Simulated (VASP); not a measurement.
Wanted: the native input for a VASP 6.6.1 run.

```
Task                   : single point
Functional             : r2SCAN
Potentials or basis    : VASP PAW PBE potentials, release 64 (W_sv, Se)
Cutoff                 : 520 eV
k mesh                 : 12 × 12 × 2
Occupations            : gaussian, width 0.05 eV
Spin                   : no spin polarisation
Dipole correction      : no
Further INCAR settings : ALGO = Normal; EDIFF = 1e-06; NBANDS = 35
```

The system is WSe2, a slab with vacuum.

```xyz
6
Lattice="3.1193 0.0000 0.0000 -1.5596 2.7014 0.0000 0.0000 0.0000 27.1942" Properties=species:S:1:pos:R:3 pbc="T T T"
W     1.5596    0.9005    3.8722
W     0.0000    1.8009   23.3220
Se    0.0000    1.8009    5.7476
Se    1.5596    0.9005   25.1987
Se    0.0000    1.8009    1.9955
Se    1.5596    0.9005   21.4466
```

This cell differs from its parent crystal: ratio of the length along z to the lengths across it x 1.2, volume and fractional coordinates fixed.

One way to write it, as run:

POSCAR

```
WSe2
1.0
    3.1192699053      0.0000000000      0.0000000000
   -1.5596349526      2.7013669793      0.0000000000
    0.0000000000      0.0000000000     27.1941931531
W Se
2 4
Direct
    0.6666666667      0.3333333333      0.1423922113
    0.3333333333      0.6666666667      0.8576077887
    0.3333333333      0.6666666667      0.2113531704
    0.6666666667      0.3333333333      0.9266195386
    0.3333333333      0.6666666667      0.0733804614
    0.6666666667      0.3333333333      0.7886468296
```

INCAR.step1

```
PREC = Accurate ; ENCUT = 520
ISMEAR = 0 ; SIGMA = 0.05
LREAL = False ; LASPH = True
NELM = 80 ; NBANDS = 35
GGA = PE ; ALGO = Normal
EDIFF = 1E-4 ; LWAVE = True
LCHARG = False
```

INCAR.step2

```
PREC = Accurate ; ENCUT = 520
EDIFF = 1E-6 ; ISMEAR = 0
SIGMA = 0.05 ; LREAL = False
LASPH = True ; NELM = 80
ALGO = Normal ; ISIF = 2
LWAVE = False ; LCHARG = False
METAGGA = R2SCAN ; LMIXTAU = True
NBANDS = 35 ; ISTART = 1
```

KPOINTS

```
Automatic mesh
0
Gamma
  12 12 2
```

Potentials or basis: VASP PAW PBE potentials, release 64 (W_sv, Se).

Command:

```console
$ cat potpaw_PBE.64/W_sv/POTCAR potpaw_PBE.64/Se/POTCAR > POTCAR
$ cp INCAR.step1 INCAR
$ mpirun -np 1 vasp_std > vasp.out
$ cp INCAR.step2 INCAR
$ mpirun -np 1 vasp_std > vasp.out
```

Results of the run:

```yaml
Largest_force: 2.149 eV/Å
Band_gap_on_the_k_mesh: 1.01 eV (least direct gap 1.43 eV)
```

Caveat: the PAW data sets were made with another functional, which shifts forces and pressure a little; spin-orbit coupling is left out, which moves the levels of the heavy elements.

It took 11 min on 1 thread of Intel(R) Xeon(R) Platinum 8488C (Sapphire Rapids) (shared host), peak memory 0.52 GiB.
